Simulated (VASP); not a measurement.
# Zr in VASP: single point with PBEsol+D4

Aim: the single point of Zr with PBEsol+D4.

Program: VASP 6.6.1. These are calculated values, not measurements. Logs are shortened: lines on timing, memory, paths and dates and some standing lists are left out, and cuts for length are marked.

## (1) The cell of the first run

The cell holds a slab with vacuum, 4 atoms: a = 3.185 Å, b = 3.185 Å, c = 27.737 Å, α = 90.00°, β = 90.00°, γ = 120.00°.

## (2) Single point, PBEsol+D4

File INCAR:

```
PREC = Accurate
ENCUT = 400
EDIFF = 1E-6
ISMEAR = 1
SIGMA = 0.1
LREAL = False
LASPH = True
NELM = 120
ALGO = Normal
ISIF = 2
LWAVE = False
LCHARG = False
LDIPOL = True
IDIPOL = 3
DIPOL = 0.5 0.5 0.387
GGA = PS
IVDW = 13
NBANDS = 32
GGA_COMPAT = False
NELMDL = -8
```

File KPOINTS:

```
Automatic mesh
0
Gamma
  18 18 1
```

File POSCAR:

```
Zr
1.0
    3.1854210977      0.0000000000      0.0000000000
   -1.5927105489      2.7586555924      0.0000000000
    0.0000000000      0.0000000000     27.7369138270
Zr
4
Direct
    0.6666666667      0.3333333333      0.2523712639
    0.3333333333      0.6666666667      0.3388995909
    0.6666666667      0.3333333333      0.4327595187
    0.3333333333      0.6666666667      0.5251120344
```

Potentials or basis: VASP PAW PBE potentials, release 64 (Zr_sv).

The run is started by

```bash
cat potpaw_PBE.64/Zr_sv/POTCAR > POTCAR
mpirun -np 1 vasp_std > vasp.out
```

OUTCAR:

```text
PREC = Accurate
   ENCUT = 400
   EDIFF = 1E-6
   ISMEAR = 1
   LREAL = False
   LASPH = True
   NELM = 120
   ISIF = 2
   GGA = PS
   IVDW = 13
   NELMDL = -8

 ion  position               nearest neighbor table
   1  0.667  0.333  0.252-   2 3.02   2 3.02   2 3.02
   2  0.333  0.667  0.339-   1 3.02   1 3.02   1 3.02   3 3.19   3 3.19   3 3.19
   3  0.667  0.333  0.433-   4 3.15   4 3.15   4 3.15   2 3.19   2 3.19   2 3.19
   4  0.333  0.667  0.525-   3 3.15   3 3.15   3 3.15

  LATTYP: Found a hexagonal cell.
 ALAT       =     3.1854210977
 C/A-ratio  =     8.7074559301

  Lattice vectors:

 A1 = (   3.1854210977,   0.0000000000,   0.0000000000)
 A2 = (  -1.5927105489,   2.7586555924,   0.0000000000)
 A3 = (   0.0000000000,   0.0000000000,  27.7369138270)

Analysis of symmetry for initial positions (statically):
=====================================================================
 Subroutine PRICEL returns:
 Original cell was already a primitive cell.

 Routine SETGRP: Setting up the symmetry group for a
 hexagonal supercell.

 Subroutine GETGRP returns: Found  6 space group operations
 (whereof  6 operations were pure point group operations)
 out of a pool of 24 trial point group operations.

The static configuration has the point symmetry C_3v.

Analysis of symmetry for dynamics (positions and initial velocities):
=====================================================================
 Subroutine PRICEL returns:
 Original cell was already a primitive cell.

 Routine SETGRP: Setting up the symmetry group for a
 hexagonal supercell.

 Subroutine GETGRP returns: Found  6 space group operations
 (whereof  6 operations were pure point group operations)
 out of a pool of 24 trial point group operations.

The dynamic configuration has the point symmetry C_3v.

 Subroutine INISYM returns: Found  6 space group operations
 (whereof  6 operations are pure point group operations),
 and found     1 'primitive' translations

----------------------------------------------------------------------------------------

                                     Primitive cell

  volume of cell :     243.7376

  direct lattice vectors                    reciprocal lattice vectors
     3.185421098  0.000000000  0.000000000     0.313930237  0.181247707  0.000000000
    -1.592710549  2.758655592  0.000000000     0.000000000  0.362495414  0.000000000
     0.000000000  0.000000000 27.736913827     0.000000000  0.000000000  0.036053038

  length of vectors
     3.185421098  3.185421098 27.736913827     0.362495414  0.362495414  0.036053038

  position of ions in fractional coordinates (direct lattice)
     0.666666667  0.333333333  0.252371264
     0.333333333  0.666666667  0.338899591
     0.666666667  0.333333333  0.432759519
     0.333333333  0.666666667  0.525112034

  ion indices of the primitive-cell ions
   primitive index   ion index
                 1           1
                 2           2
                 3           3
                 4           4

----------------------------------------------------------------------------------------

 KPOINTS: Automatic mesh

Automatic generation of k-mesh.
 Grid dimensions read from file:
 generate k-points for:   18   18    1

 Generating k-lattice:

  Cartesian coordinates                     Fractional coordinates (reciprocal lattice)
     0.017440569  0.010069317  0.000000000     0.055555556  0.000000000  0.000000000
     0.000000000  0.020138634  0.000000000     0.000000000  0.055555556  0.000000000
     0.000000000  0.000000000  0.036053038     0.000000000  0.000000000  1.000000000

  Length of vectors
     0.020138634  0.020138634  0.036053038

  Shift w.r.t. Gamma in fractional coordinates (k-lattice)
     0.000000000  0.000000000  0.000000000

 Subroutine IBZKPT returns following result:
 ===========================================

 Found     37 irreducible k-points:

 Following reciprocal coordinates:
            Coordinates               Weight
  0.000000  0.000000  0.000000      1.000000
  0.055556 -0.000000  0.000000      6.000000
  0.111111 -0.000000  0.000000      6.000000
  0.166667 -0.000000  0.000000      6.000000
  0.222222 -0.000000  0.000000      6.000000
  0.277778  0.000000  0.000000      6.000000
[... 16 lines left out ...]
  0.333333  0.111111  0.000000     12.000000
  0.388889  0.111111  0.000000     12.000000
 [... further k-points ...]
   k-points           NKPTS =     37   k-points in BZ     NKDIM =     37   number of bands    NBANDS=     32
   number of dos      NEDOS =    301   number of ions     NIONS =      4
   total plane-waves  NPLWV = 110592
   dimension x,y,z NGX =    24 NGY =   24 NGZ =  192
   dimension x,y,z NGXF=    48 NGYF=   48 NGZF=  384
   ions per type =               4
   NGX,Y,Z   is equivalent  to a cutoff of  12.53, 12.53, 11.51 a.u.
   NGXF,Y,Z  is equivalent  to a cutoff of  25.05, 25.05, 23.02 a.u.
 SYSTEM =  unknown system
   PREC   = accura    normal or accurate (medium, high low for compatibility)
   ISTART =      0    job   : 0-new  1-cont  2-samecut
   ICHARG =      2    charge: 1-file 2-atom 10-const
   ISPIN  =      1    spin polarized calculation?
   LNONCOLLINEAR =      F non collinear calculations
   LSORBIT =      F    spin-orbit coupling
   LASPH  =      T    aspherical Exc in radial PAW
   ENCUT  =  400.0 eV  29.40 Ry    5.42 a.u.   5.19  5.19 45.23*2*pi/ulx,y,z
   NELM   =    120;   NELMIN=  2; NELMDL= -8     # of ELM steps
   EDIFF  = 0.1E-05   stopping-criterion for ELM
   LREAL  =      F    real-space projection
   EDIFFG = 0.1E-04   stopping-criterion for IOM
   NSW    =      0    number of steps for IOM
   IBRION =     -1    ionic relax: 0-MD 1-quasi-New 2-CG
   NFREE  =      0    steps in history (QN), initial steepest desc. (CG)
   ISIF   =      2    stress and relaxation
   ISYM   =      2    0-nonsym 1-usesym 2-fastsym
   POTIM  = 0.5000    time-step for ionic-motion
   TEBEG  =    0.0;   TEEND  =   0.0 temperature during run
   PSTRESS=    0.0 pullay stress
   NELECT =      48.0000    total number of electrons
   NUPDOWN=      -1.0000    fix difference up-down
   EMIN   =  10.00;   EMAX   =-10.00  energy-range for DOS
   EFERMI =   0.00;   METHOD = LEGACY
   ISMEAR =     1;   SIGMA  =   0.10  broadening in eV -4-tet -1-fermi 0-gaus
   EFERMI_NEDOS =   21; number of points for ismear=-14 and -15
   IALGO  =     38    algorithm
   IMIX   =      4    mixing-type and parameters
     AMIX     =   0.40;   BMIX     =  1.00
     AMIX_MAG =   1.60;   BMIX_MAG =  1.00
  volume/ion in A,a.u.               =      60.93       411.21
  Fermi-wavevector in a.u.,A,eV,Ry     =   0.952462  1.799893 12.342991  0.907184
  Thomas-Fermi vector in A             =   2.081027
   LORBIT       =      0    0 simple, 1 ext, 2 COOP (PROOUT), +10 PAW based schemes
   GGA     = PS    functional components
   LHFCALC =     F    Hartree Fock is set to
   AEXX    =    0.0000 exact exchange contribution
   IVDW    =    13    specifies the selected vdW correction
   LEPSILON=     F    determine dielectric tensor
   LRPA    =     F    only Hartree local field effects (RPA)
 non-spin polarized calculation
 Methfessel and Paxton  Order N= 1 SIGMA  =   0.10
  energy-cutoff  :      400.00
  volume of cell :      243.74
 maximum number of plane-waves:      4467
 NGX is ok and might be reduce to    24
   NGX = 11   NGY = 11   NGZ = 91

 dipolmoment           0.000000      0.000000     -0.000638 electrons x Angstroem

 number of electron      48.0000000 magnetization

 dipolmoment           0.000000      0.000000      0.001786 electrons x Angstroem

 Free energy of the ion-electron system (eV)
  ---------------------------------------------------
  ext. energy  EPLUGINS =         0.00000000
  ---------------------------------------------------
  free energy    TOTEN  =       -34.32081944 eV

  energy without entropy =      -34.31930897  energy(sigma->0) =      -34.32031595

 E-fermi :   0.8015     XC(G=0):  -4.9400

 val. band max:        0.7718682752   @ k =   0.1111   0.0556   0.0000
 cond. band min:       0.8032737191   @ k =   0.3889   0.1111   0.0000
 fundamental gap:      0.0314054438
 Fermi energy:         0.8015221604

 k-point     1 :       0.0000    0.0000    0.0000
  band No.  band energies     occupation
      1     -48.0715      2.00000
      2     -47.9929      2.00000
      3     -47.6864      2.00000
      4     -47.5695      2.00000
      5     -26.4351      2.00000
      6     -26.3179      2.00000
[... 24 lines left out ...]
     31       2.1558     -0.00000
     32       2.2136     -0.00000

 k-point     2 :       0.0556   -0.0000    0.0000
  band No.  band energies     occupation
      1     -48.0684      2.00000
      2     -47.9896      2.00000
      3     -47.6832      2.00000
      4     -47.5671      2.00000
      5     -26.4270      2.00000
      6     -26.3138      2.00000
[... 24 lines left out ...]
     31       2.0214     -0.00000
     32       2.2257     -0.00000

 k-point     3 :       0.1111   -0.0000    0.0000
  band No.  band energies     occupation
      1     -48.0594      2.00000
      2     -47.9800      2.00000
      3     -47.6739      2.00000
      4     -47.5600      2.00000
      5     -26.4037      2.00000
      6     -26.3025      2.00000
[... 24 lines left out ...]
     31       2.1082     -0.00000
     32       2.1829     -0.00000

 k-point     4 :       0.1667   -0.0000    0.0000
  band No.  band energies     occupation
      1     -48.0457      2.00000
      2     -47.9653      2.00000
      3     -47.6597      2.00000
      4     -47.5492      2.00000
      5     -26.3682      2.00000
      6     -26.2867      2.00000
[... 654 lines left out ...]
     31       3.2662      0.00000
     32       3.4108      0.00000

 k-point    23 :       0.3333    0.1111    0.0000
  band No.  band energies     occupation
      1     -47.9762      2.00000
      2     -47.8904      2.00000
      3     -47.5861      2.00000
      4     -47.4957      2.00000
      5     -26.3735      2.00000
      6     -26.3451      2.00000
[... 24 lines left out ...]
     31       3.5387      0.00000
     32       3.7823      0.00000

 k-point    24 :       0.3889    0.1111    0.0000
  band No.  band energies     occupation
      1     -47.9676      2.00000
      2     -47.8812      2.00000
      3     -47.5769      2.00000
      4     -47.4893      2.00000
      5     -26.4256      2.00000
      6     -26.3952      2.00000
[... 24 lines left out ...]
     31       3.6323      0.00000
     32       4.1735      0.00000

 [... further k-points ...]

------------------------ aborting loop because EDIFF is reached ----------------------------------------

 vacuum level on the upper side and lower side of the slab       (xc-potential included)        -0.160        -0.204

  DFT-D4 for vdW energy calculation

  Edisp (eV):   -0.35666

  FORCE on cell =-STRESS in cart. coord.  units (eV):
  Direction    XX          YY          ZZ          XY          YZ          ZX
  --------------------------------------------------------------------------------------
  -------------------------------------------------------------------------------------
  Total      -2.21683    -2.21683    -1.42142     0.00000     0.00000     0.00000
  in kB     -14.57207   -14.57207    -9.34355     0.00000     0.00000     0.00000
  external pressure =      -12.83 kB  Pullay stress =        0.00 kB

 VOLUME and BASIS-vectors are now :
 -----------------------------------------------------------------------------
  energy-cutoff  :      400.00
  volume of cell :      243.74
      direct lattice vectors                 reciprocal lattice vectors
     3.185421098  0.000000000  0.000000000     0.313930237  0.181247707  0.000000000
    -1.592710549  2.758655592  0.000000000     0.000000000  0.362495414  0.000000000
     0.000000000  0.000000000 27.736913827     0.000000000  0.000000000  0.036053038

 POSITION                                       TOTAL-FORCE (eV/Angst)
 -----------------------------------------------------------------------------------
      1.59271      0.91955      7.00000        -0.000000      0.000000     -0.030736
     -0.00000      1.83910      9.40003         0.000000      0.000000     -0.012135
      1.59271      0.91955     12.00341         0.000000      0.000000      0.605565
     -0.00000      1.83910     14.56499        -0.000000     -0.000000     -0.562693
 -----------------------------------------------------------------------------------
    total drift:                               -0.000000     -0.000000     -0.000040

  FREE ENERGIE OF THE ION-ELECTRON SYSTEM (eV)
  ---------------------------------------------------
  free  energy   TOTEN  =       -34.6774756475 eV

  energy  without entropy=      -34.6759651775  energy(sigma->0) =      -34.67697216

 vacuum level on the upper side and lower side of the slab         4.915         4.873
```

Run time: 11 min. Hardware: 1 thread of Intel Xeon 8259CL, shared host; peak memory 0.41 GiB.

Results:

```yaml
Free_energy: -34.6775 eV
Largest_force: 0.606 eV/Å
Band_gap_on_the_k_mesh: zero (band 24 reaches 1.54 eV, above the bottom of band 25 at 0.31 eV)
Dispersion_energy_per_atom: -0.089 eV
```

Forces in eV/Å, atoms in the order of the input:
```
Zr   0.000  0.000 -0.031
Zr   0.000  0.000 -0.012
Zr   0.000  0.000  0.606
Zr   0.000  0.000 -0.563
```

Caveat: the PAW data sets were made with another functional, which shifts forces and pressure a little.
